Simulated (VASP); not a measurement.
# SrCl2 (I4/mmm) in VASP: further runs

SrCl2 is run at these levels: PBE; tasks: single point.

Program: VASP 6.6.1. These are calculated values, not measurements. Logs are shortened: lines on timing, memory, paths and dates and some standing lists are left out, and cuts for length are marked.

### 1 The cell of the first run

The structure is tetragonal, space group I4/mmm (No. 139). The conventional cell has a = 4.922 Å, b = 4.922 Å, c = 6.850 Å, α = 90.00°, β = 90.00°, γ = 90.00°. Sr (site symmetry 4/mmm) has 8 Cl at 3.00 Å within 3.9 Å. Within 3.9 Å of Cl (site symmetry -4m2) lie 4 Sr at 3.00 Å and 6 Cl at 3.43 to 3.48 Å.

### 2 Single point, PBE (27.66 Å³/atom)

Contents of INCAR:

```
ALGO = Normal
EDIFF = 1E-6
ENCUT = 520
GGA = PE
ISIF = 2
ISMEAR = 0
LASPH = True
LCHARG = False
LREAL = False
LWAVE = False
NBANDS = 19
NELM = 100
PREC = Accurate
SIGMA = 0.05
```

Contents of KPOINTS:

```
k-points
0
Gamma
  6 6 6
```

Contents of POSCAR:

```
SrCl2
1.0
    0.0000000000      3.4805285570      3.4251881530
    3.4805285570      0.0000000000      3.4251881530
    3.4805285570      3.4805285570      0.0000000000
Sr Cl
1 2
Direct
    0.0000000000      0.0000000000      0.0000000000
    0.2500000000      0.2500000000      0.2500000000
    0.7500000000      0.7500000000      0.7500000000
```

Potentials or basis: VASP PAW PBE potentials, release 64 (Sr_sv, Cl).

On the command line:

```bash
$ cat potpaw_PBE.64/Sr_sv/POTCAR potpaw_PBE.64/Cl/POTCAR > POTCAR
$ mpirun -np 1 vasp_std > vasp.out
```

OUTCAR:

```text
EDIFF = 1E-6
   ENCUT = 520
   GGA = PE
   ISIF = 2
   ISMEAR = 0
   LASPH = True
   LREAL = False
   NELM = 100
   PREC = Accurate

 ion  position               nearest neighbor table
   1  0.000  0.000  0.000-   3 3.00   3 3.00   3 3.00   2 3.00   3 3.00   2 3.00   2 3.00   2 3.00

   2  0.250  0.250  0.250-   1 3.00   1 3.00   1 3.00   1 3.00
   3  0.750  0.750  0.750-   1 3.00   1 3.00   1 3.00   1 3.00

  LATTYP: Found a body centered tetragonal cell.
 ALAT       =     4.9222106895
 C/A-ratio  =     1.3917275668

  Lattice vectors:

 A1 = (   0.0000000000,  -3.4805285570,  -3.4251881530)
 A2 = (   0.0000000000,   3.4805285570,  -3.4251881530)
 A3 = (   3.4805285570,   0.0000000000,   3.4251881530)

Analysis of symmetry for initial positions (statically):
=====================================================================
 Subroutine PRICEL returns:
 Original cell was already a primitive cell.

 Routine SETGRP: Setting up the symmetry group for a
 body centered tetragonal supercell.

 Subroutine GETGRP returns: Found 16 space group operations
 (whereof 16 operations were pure point group operations)
 out of a pool of 16 trial point group operations.

The static configuration has the point symmetry D_4h.

Analysis of symmetry for dynamics (positions and initial velocities):
=====================================================================
 Subroutine PRICEL returns:
 Original cell was already a primitive cell.

 Routine SETGRP: Setting up the symmetry group for a
 body centered tetragonal supercell.

 Subroutine GETGRP returns: Found 16 space group operations
 (whereof 16 operations were pure point group operations)
 out of a pool of 16 trial point group operations.

The dynamic configuration has the point symmetry D_4h.

 Subroutine INISYM returns: Found 16 space group operations
 (whereof 16 operations are pure point group operations),
 and found     1 'primitive' translations

----------------------------------------------------------------------------------------

                                     Primitive cell

  volume of cell :      82.9860

  direct lattice vectors                    reciprocal lattice vectors
     0.000000000  3.480528557  3.425188153    -0.143656342  0.143656342  0.145977382
     3.480528557  0.000000000  3.425188153     0.143656342 -0.143656342  0.145977382
     3.480528557  3.480528557  0.000000000     0.143656342  0.143656342 -0.145977382

  length of vectors
     4.883235907  4.883235907  4.922210690     0.250167314  0.250167314  0.250167314

  position of ions in fractional coordinates (direct lattice)
     0.000000000  0.000000000  0.000000000
     0.250000000  0.250000000  0.250000000
     0.750000000  0.750000000  0.750000000

  ion indices of the primitive-cell ions
   primitive index   ion index
                 1           1
                 2           2
                 3           3

----------------------------------------------------------------------------------------

 KPOINTS: k-points

Automatic generation of k-mesh.
 Grid dimensions read from file:
 generate k-points for:    6    6    6

 Generating k-lattice:

  Cartesian coordinates                     Fractional coordinates (reciprocal lattice)
    -0.023942724  0.023942724  0.024329564     0.166666667 -0.000000000  0.000000000
     0.023942724 -0.023942724  0.024329564    -0.000000000  0.166666667  0.000000000
     0.023942724  0.023942724 -0.024329564     0.000000000  0.000000000  0.166666667

  Length of vectors
     0.041694552  0.041694552  0.041694552

  Shift w.r.t. Gamma in fractional coordinates (k-lattice)
     0.000000000  0.000000000  0.000000000

 Subroutine IBZKPT returns following result:
 ===========================================

 Found     30 irreducible k-points:

 Following reciprocal coordinates:
            Coordinates               Weight
  0.000000  0.000000  0.000000      1.000000
  0.166667  0.000000  0.000000      8.000000
  0.333333  0.000000  0.000000      8.000000
  0.500000  0.000000  0.000000      4.000000
  0.166667  0.166667  0.000000      2.000000
  0.333333  0.166667  0.000000      8.000000
[... 16 lines left out ...]
  0.333333  0.000000  0.333333      4.000000
  0.500000  0.000000  0.333333     16.000000
 [... further k-points ...]
   k-points           NKPTS =     30   k-points in BZ     NKDIM =     30   number of bands    NBANDS=     19
   number of dos      NEDOS =    301   number of ions     NIONS =      3
   total plane-waves  NPLWV =  51840
   dimension x,y,z NGX =    36 NGY =   36 NGZ =   40
   dimension x,y,z NGXF=    72 NGYF=   72 NGZF=   80
   ions per type =               1   2
   NGX,Y,Z   is equivalent  to a cutoff of  12.26, 12.26, 13.51 a.u.
   NGXF,Y,Z  is equivalent  to a cutoff of  24.51, 24.51, 27.02 a.u.
 SYSTEM =  unknown system
   PREC   = accura    normal or accurate (medium, high low for compatibility)
   ISTART =      0    job   : 0-new  1-cont  2-samecut
   ICHARG =      2    charge: 1-file 2-atom 10-const
   ISPIN  =      1    spin polarized calculation?
   LNONCOLLINEAR =      F non collinear calculations
   LSORBIT =      F    spin-orbit coupling
   LASPH  =      T    aspherical Exc in radial PAW
   ENCUT  =  520.0 eV  38.22 Ry    6.18 a.u.   9.08  9.08  9.15*2*pi/ulx,y,z
   NELM   =    100;   NELMIN=  2; NELMDL= -5     # of ELM steps
   EDIFF  = 0.1E-05   stopping-criterion for ELM
   LREAL  =      F    real-space projection
   EDIFFG = 0.1E-04   stopping-criterion for IOM
   NSW    =      0    number of steps for IOM
   IBRION =     -1    ionic relax: 0-MD 1-quasi-New 2-CG
   NFREE  =      0    steps in history (QN), initial steepest desc. (CG)
   ISIF   =      2    stress and relaxation
   ISYM   =      2    0-nonsym 1-usesym 2-fastsym
   POTIM  = 0.5000    time-step for ionic-motion
   TEBEG  =    0.0;   TEEND  =   0.0 temperature during run
   PSTRESS=    0.0 pullay stress
   NELECT =      24.0000    total number of electrons
   NUPDOWN=      -1.0000    fix difference up-down
   EMIN   =  10.00;   EMAX   =-10.00  energy-range for DOS
   EFERMI =   0.00;   METHOD = LEGACY
   ISMEAR =     0;   SIGMA  =   0.05  broadening in eV -4-tet -1-fermi 0-gaus
   EFERMI_NEDOS =   21; number of points for ismear=-14 and -15
   IALGO  =     38    algorithm
   IMIX   =      4    mixing-type and parameters
     AMIX     =   0.40;   BMIX     =  1.00
     AMIX_MAG =   1.60;   BMIX_MAG =  1.00
  volume/ion in A,a.u.               =      27.66       186.67
  Fermi-wavevector in a.u.,A,eV,Ry     =   1.082622  2.045859 15.946995  1.172071
  Thomas-Fermi vector in A             =   2.218668
   LORBIT       =      0    0 simple, 1 ext, 2 COOP (PROOUT), +10 PAW based schemes
   GGA     = PE    functional components
   LHFCALC =     F    Hartree Fock is set to
   AEXX    =    0.0000 exact exchange contribution
   IVDW    =     0    specifies the selected vdW correction
   LEPSILON=     F    determine dielectric tensor
   LRPA    =     F    only Hartree local field effects (RPA)
 non-spin polarized calculation
 Gauss-broadening in eV      SIGMA  =   0.05
  energy-cutoff  :      520.00
  volume of cell :       82.99
 maximum number of plane-waves:      2272
   NGX = 19   NGY = 19   NGZ = 19

 number of electron      24.0000003 magnetization

 Free energy of the ion-electron system (eV)
  ---------------------------------------------------
  ext. energy  EPLUGINS =         0.00000000
  ---------------------------------------------------
  free energy    TOTEN  =       -12.76115217 eV

  energy without entropy =      -12.76115217  energy(sigma->0) =      -12.76115217

 E-fermi :   0.6294     XC(G=0):  -8.3815

 val. band max:        0.3733127386   @ k =   0.5000   0.5000   0.0000
 cond. band min:       5.7222011358   @ k =   0.0000   0.0000   0.0000
 fundamental gap:      5.3488883971
 Fermi energy:         0.6293722240

 k-point     1 :       0.0000    0.0000    0.0000
  band No.  band energies     occupation
      1     -32.5093      2.00000
      2     -14.5138      2.00000
      3     -14.5098      2.00000
      4     -14.5098      2.00000
      5     -13.0725      2.00000
      6     -12.1737      2.00000
[... 11 lines left out ...]
     18       9.4276      0.00000
     19       9.7569      0.00000

 k-point     2 :       0.1667    0.0000    0.0000
  band No.  band energies     occupation
      1     -32.5083      2.00000
      2     -14.6155      2.00000
      3     -14.5161      2.00000
      4     -14.5139      2.00000
      5     -12.9030      2.00000
      6     -12.2337      2.00000
[... 11 lines left out ...]
     18       9.1261      0.00000
     19      10.2259      0.00000

 k-point     3 :       0.3333    0.0000    0.0000
  band No.  band energies     occupation
      1     -32.5065      2.00000
      2     -14.7738      2.00000
      3     -14.5235      2.00000
      4     -14.5220      2.00000
      5     -12.6775      2.00000
      6     -12.2792      2.00000
[... 11 lines left out ...]
     18       8.9790      0.00000
     19       9.5229      0.00000

 k-point     4 :       0.5000    0.0000    0.0000
  band No.  band energies     occupation
      1     -32.5056      2.00000
      2     -14.8375      2.00000
      3     -14.5272      2.00000
      4     -14.5261      2.00000
      5     -12.6535      2.00000
      6     -12.2232      2.00000
[... 11 lines left out ...]
     18       9.0362      0.00000
     19       9.2506      0.00000

 k-point     5 :       0.1667    0.1667    0.0000
  band No.  band energies     occupation
      1     -32.5080      2.00000
      2     -14.6406      2.00000
      3     -14.5194      2.00000
      4     -14.5194      2.00000
      5     -12.8391      2.00000
      6     -12.2659      2.00000
[... 11 lines left out ...]
     18       9.1718      0.00000
     19       9.4133      0.00000

 k-point     6 :       0.3333    0.1667    0.0000
  band No.  band energies     occupation
      1     -32.5064      2.00000
      2     -14.7536      2.00000
      3     -14.5459      2.00000
      4     -14.5283      2.00000
      5     -12.6059      2.00000
      6     -12.3435      2.00000
[... 11 lines left out ...]
     18       8.9826      0.00000
     19       9.8597      0.00000

 k-point     7 :       0.5000    0.1667    0.0000
  band No.  band energies     occupation
      1     -32.5052      2.00000
      2     -14.8097      2.00000
      3     -14.5919      2.00000
      4     -14.5316      2.00000
      5     -12.5516      2.00000
      6     -12.2763      2.00000
[... 11 lines left out ...]
     18       9.2722      0.00000
     19       9.5438      0.00000

 k-point     8 :      -0.3333    0.1667    0.0000
  band No.  band energies     occupation
      1     -32.5056      2.00000
      2     -14.7843      2.00000
      3     -14.6010      2.00000
      4     -14.5261      2.00000
      5     -12.5551      2.00000
      6     -12.2963      2.00000
[... 256 lines left out ...]
 k-point    20 :      -0.3333    0.3333    0.1667
  band No.  band energies     occupation
      1     -32.5046      2.00000
      2     -14.7678      2.00000
      3     -14.6922      2.00000
      4     -14.5395      2.00000
      5     -12.4262      2.00000
      6     -12.3201      2.00000
[... 11 lines left out ...]
     18       9.6001      0.00000
     19      10.3039      0.00000

 k-point    21 :      -0.1667    0.3333    0.1667
  band No.  band energies     occupation
      1     -32.5053      2.00000
      2     -14.7934      2.00000
      3     -14.6176      2.00000
      4     -14.5339      2.00000
      5     -12.4367      2.00000
      6     -12.3732      2.00000
[... 11 lines left out ...]
     18       9.1403      0.00000
     19      10.2245      0.00000

 k-point    22 :      -0.3333    0.5000    0.1667
  band No.  band energies     occupation
      1     -32.5042      2.00000
      2     -14.8229      2.00000
      3     -14.6495      2.00000
      4     -14.5475      2.00000
      5     -12.4406      2.00000
      6     -12.2799      2.00000
[... 11 lines left out ...]
     18      10.0219      0.00000
     19      10.4547      0.00000

 k-point    23 :       0.3333    0.0000    0.3333
  band No.  band energies     occupation
      1     -32.5056      2.00000
      2     -14.8336      2.00000
      3     -14.5422      2.00000
      4     -14.5359      2.00000
      5     -12.4347      2.00000
      6     -12.4106      2.00000
[... 11 lines left out ...]
     18       8.3464      0.00000
     19      10.0047      0.00000

 k-point    24 :       0.5000    0.0000    0.3333
  band No.  band energies     occupation
      1     -32.5047      2.00000
      2     -14.8554      2.00000
      3     -14.5945      2.00000
      4     -14.5427      2.00000
      5     -12.4408      2.00000
      6     -12.3078      2.00000
[... 11 lines left out ...]
     18       9.3737      0.00000
     19      10.2501      0.00000

 [... further k-points ...]
[... 5 lines left out ...]
  --------------------------------------------------------------------------------------
  -------------------------------------------------------------------------------------
  Total        0.8844700      0.8844700      1.3297345      0.0000000      0.0000000     -0.0000000
  in kB       17.0761069     17.0761069     25.6726483      0.0000000      0.0000000     -0.0000000
  external PRESSURE =      19.9416207 kB  Pullay stress =       0.0000000 kB

 VOLUME and BASIS-vectors are now :
 -----------------------------------------------------------------------------
  energy-cutoff  :      520.00
  volume of cell :       82.99
      direct lattice vectors                 reciprocal lattice vectors
     0.000000000  3.480528557  3.425188153    -0.143656342  0.143656342  0.145977382
     3.480528557  0.000000000  3.425188153     0.143656342 -0.143656342  0.145977382
     3.480528557  3.480528557  0.000000000     0.143656342  0.143656342 -0.145977382

 POSITION                                       TOTAL-FORCE (eV/Angst)
 -----------------------------------------------------------------------------------
      0.00000      0.00000      0.00000        -0.000000      0.000000      0.000000
      1.74026      1.74026      1.71259        -0.000000     -0.000000     -0.000000
      5.22079      5.22079      5.13778         0.000000      0.000000      0.000000
 -----------------------------------------------------------------------------------
    total drift:                                0.000000      0.000000      0.000000

  FREE ENERGIE OF THE ION-ELECTRON SYSTEM (eV)
  ---------------------------------------------------
  free  energy   TOTEN  =       -12.7611521689 eV

  energy  without entropy=      -12.7611521689  energy(sigma->0) =      -12.76115217
```

Run time: 26 s. Hardware: 1 thread of AMD EPYC 9R45 (Zen 5), shared host; peak memory 0.2 GiB.

What came out:

| Item | Value |
| --- | --- |
| Free energy | -12.7612 eV |
| Pressure | 2.0 GPa |
| Band gap on the k mesh | 5.35 eV (least direct gap 5.43 eV) |

Levels at points of the mesh, in eV from the valence-band top:
```
           k point  band 10  band 11  band 12  band 13  band 14  band 15
(0.00, 0.00, 0.00)    -0.46    -0.46    -0.33     5.35     5.96     6.08
(0.50, 0.00, 0.00)    -1.43    -1.15    -1.14     6.65     6.68     7.51
(0.50, 0.50, 0.00)    -0.51    -0.51     0.00     5.43     7.11     7.59
(0.50, 0.00, 0.50)    -0.55    -0.40    -0.10     5.42     6.99     7.59
```

A k mesh can miss the band edges. As with any semilocal functional, this PBE gap is likely too small.

### 3 Single point, PBE (29.52 Å³/atom)

This run uses another cell than the first one, of 29.52 Å³/atom.

Contents of INCAR:

```
PREC = Accurate
ENCUT = 520
EDIFF = 1E-6
ISMEAR = 0
SIGMA = 0.05
LREAL = False
LASPH = True
NELM = 100
ALGO = Normal
ISIF = 2
LWAVE = False
LCHARG = True
GGA = PE
LELF = True
LVHAR = True
NBANDS = 19
```

Contents of KPOINTS:

```
regular mesh
0
Gamma
  6 6 6
```

Contents of POSCAR:

```
SrCl2
1.0
    0.0000000000      3.5568531445      3.5002991795
    3.5568531445      0.0000000000      3.5002991795
    3.5568531445      3.5568531445      0.0000000000
Sr Cl
1 2
Direct
    0.0000000000      0.0000000000      0.0000000000
    0.2500000000      0.2500000000      0.2500000000
    0.7500000000      0.7500000000      0.7500000000
```

Potentials or basis: VASP PAW PBE potentials, release 64 (Sr_sv, Cl).

On the command line:

```bash
$ cat potpaw_PBE.64/Sr_sv/POTCAR potpaw_PBE.64/Cl/POTCAR > POTCAR
$ mpirun -np 1 vasp_std > vasp.out
```

It took 54 s on 1 thread of Intel Xeon Platinum 8259CL at 2.50GHz (Skylake/Cascade Lake), shared host; peak memory 0.25 GiB.

Results (log left out):

```yaml
Free_energy: -12.7881 eV
Pressure: -0.4 GPa
Band_gap_on_the_k_mesh: 5.11 eV (least direct gap 5.41 eV)
```

Stress tensor (GPa, compression positive):
```
-0.67  0.00  0.00
 0.00 -0.67  0.00
 0.00  0.00  0.11
```

Levels at points of the mesh, in eV from the valence-band top:
| k point | band 9 | band 10 | band 11 | band 12 | band 13 | band 14 | band 15 | band 16 |
| --- | --- | --- | --- | --- | --- | --- | --- | --- |
| (0.00, 0.00, 0.00) | -2.03 | -0.42 | -0.42 | -0.30 | 5.11 | 5.99 | 6.10 | 8.88 |
| (0.50, 0.00, 0.00) | -1.48 | -1.31 | -1.06 | -1.05 | 6.59 | 6.62 | 7.29 | 7.74 |
| (0.50, 0.50, 0.00) | -1.84 | -0.46 | -0.46 | 0.00 | 5.45 | 6.93 | 7.43 | 7.86 |
| (0.50, 0.00, 0.50) | -1.81 | -0.49 | -0.36 | -0.09 | 5.45 | 6.82 | 7.43 | 7.77 |

A k mesh can miss the band edges.

[end of part 1 of 2]
